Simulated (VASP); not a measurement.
Write the native input for VASP 6.6.1 that does the following.

```yaml
Task: relaxation of cell and atoms
Functional: PBE
Potentials_or_basis: VASP PAW PBE potentials, release 64 (Au)
Cutoff: 600 eV
k_mesh: 21 × 21 × 12
Occupations: gaussian, width 0.1 eV
Spin: no spin polarisation
Dipole_correction: no
Further_INCAR_settings: ALGO = Normal; EDIFF = 1e-07; IBRION = 2; EDIFFG = -0.01; NSW = 100; ISIF = 3
```

The structure of Au lies in POSCAR:

```
Au
1.0
    2.9764081497      0.0000000000      0.0000000000
   -1.4882040748      2.5776450697      0.0000000000
    0.0000000000      0.0000000000      4.7315284682
Au
2
Direct
    0.6666666667      0.3333333333      0.7500000000
    0.3333333333      0.6666666667      0.2500000000
```

These files were run (other wordings do the same):

INCAR

```
  PREC = Accurate
  ENCUT = 600
  EDIFF = 1E-7
  ISMEAR = 0
  SIGMA = 0.1
  LREAL = F
  LASPH = T
  NELM = 100
  ALGO = Normal
  ISIF = 3
  LWAVE = F
  LCHARG = F
  GGA = PE
  IBRION = 2
  NSW = 100
  EDIFFG = -0.01
```

KPOINTS

```
regular mesh
0
Gamma
  21 21 12
```

Potentials or basis: VASP PAW PBE potentials, release 64 (Au).

Command:

```console
$ cat potpaw_PBE.64/Au/POTCAR > POTCAR
$ mpirun -np 1 vasp_std > vasp.out
```

It gave:

```
Relaxed volume                         : 17.97 Å³/atom
Relaxed cell                           : a = 2.913 Å, b = 2.913 Å, c = 4.891 Å, α = 90.00°, β = 90.00°, γ = 120.00°
Space group after relaxing (to 0.05 Å) : P6_3/mmc (No. 194)
Energy gained by relaxing              : 9.6 meV/atom
Ionic steps                            : 6
Pressure after relaxing                : 0.0 GPa
Band gap on the k mesh                 : zero (band 11 reaches 12.64 eV, above the bottom of band 12 at 6.04 eV)
```

Caveat: spin-orbit coupling is left out, which moves the levels of the heavy elements.

Wall time 7.6 min on 1 thread of Intel(R) Xeon(R) Platinum 8259CL CPU @ 2.50GHz (Skylake/Cascade Lake) (shared host), peak memory 0.33 GiB.
